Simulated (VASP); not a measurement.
**Al5As: relaxation of cell and atoms with PBE**

The system is Al5As.

```
Al As
1.0
     5.54150    0.00000    0.00000
    -2.77075    4.79908    0.00000
     0.00000    0.00000    7.82174
Al As
5 1
Direct
  0.00000 0.00000 0.18214
  0.00000 0.00000 0.81786
  0.50000 0.00000 0.50000
  0.00000 0.50000 0.50000
  0.50000 0.50000 0.50000
  0.00000 0.00000 0.50000
```

* Program: VASP 6.6.1
* Task: relaxation of cell and atoms
* Functional: PBE
* Potentials or basis: VASP PAW PBE potentials, release 64 (Al, As)
* Cutoff: 600 eV
* k mesh: 6 × 6 × 2
* Occupations: gaussian, width 0.1 eV
* Spin: no spin polarisation
* Dipole correction: no
* Further INCAR settings: ALGO = Fast; EDIFF = 1e-06; IBRION = 2; EDIFFG = -0.04; NSW = 90; ISIF = 3

- Relaxed volume: 31.58 Å³/atom
- Relaxed cell: a = 5.420 Å, b = 5.420 Å, c = 7.448 Å, α = 90.00°, β = 90.00°, γ = 120.00°
- Space group after relaxing (to 0.05 Å): P6/mmm (No. 191)
- Energy gained by relaxing: 29.5 meV/atom
- Ionic steps: 5
- Pressure after relaxing: 0.1 GPa
- Largest force after relaxing: 0.007 eV/Å
- Band gap on the k mesh: zero (band 10 reaches 3.13 eV, above the bottom of band 11 at 1.41 eV)

Forces in eV/Å, atoms in the order of the input:
```
Al   0.000  0.000  0.007
Al   0.000  0.000 -0.007
Al   0.000  0.000  0.000
Al   0.000  0.000  0.000
Al   0.000  0.000  0.000
As   0.000  0.000  0.000
```

Stress tensor (GPa, compression positive):
```
0.08 0.00 0.00
0.00 0.08 0.00
0.00 0.00 0.20
```

The path:
```csv
step,energy change (eV),largest force (eV/Å),pressure (GPa),volume (Å³)
1,0.0000,0.1289,-2.21,208.01
2,-0.1459,0.5664,-0.16,193.88
3,-0.1462,0.5880,-0.06,193.30
4,-0.1715,0.2570,0.03,191.16
5,-0.1767,0.0067,0.12,189.48
```

Final structure:
```
Al As
1.0
     5.42001    0.00000    0.00000
    -2.71001    4.69387    0.00000
     0.00000    0.00000    7.44803
Al As
5 1
Direct
  0.00000 0.00000 0.17428
  0.00000 0.00000 0.82572
  0.50000 0.00000 0.50000
  0.00000 0.50000 0.50000
  0.50000 0.50000 0.50000
  0.00000 0.00000 0.50000
```

Levels at points of the mesh, in eV from the Fermi level:
```csv
k point,band 8,band 9,band 10,band 11,band 12,band 13
"(0.00, 0.00, 0.00)",-1.89,-1.89,0.02,1.33,1.45,1.45
"(0.50, 0.00, 0.00)",-0.57,-0.18,0.61,0.62,0.96,0.97
"(0.00, 0.00, 0.50)",-2.05,-1.88,-1.88,-0.07,0.39,0.39
"(0.50, 0.00, 0.50)",-1.70,-0.54,-0.20,0.63,0.87,1.63
```

Run time: 3.7 min on 1 thread of Intel(R) Xeon(R) Platinum 8259CL CPU @ 2.50GHz (Skylake/Cascade Lake) (shared host), peak memory 0.42 GiB.

Caveat: the k points lie up to 0.42 Å⁻¹ apart in the final cell.
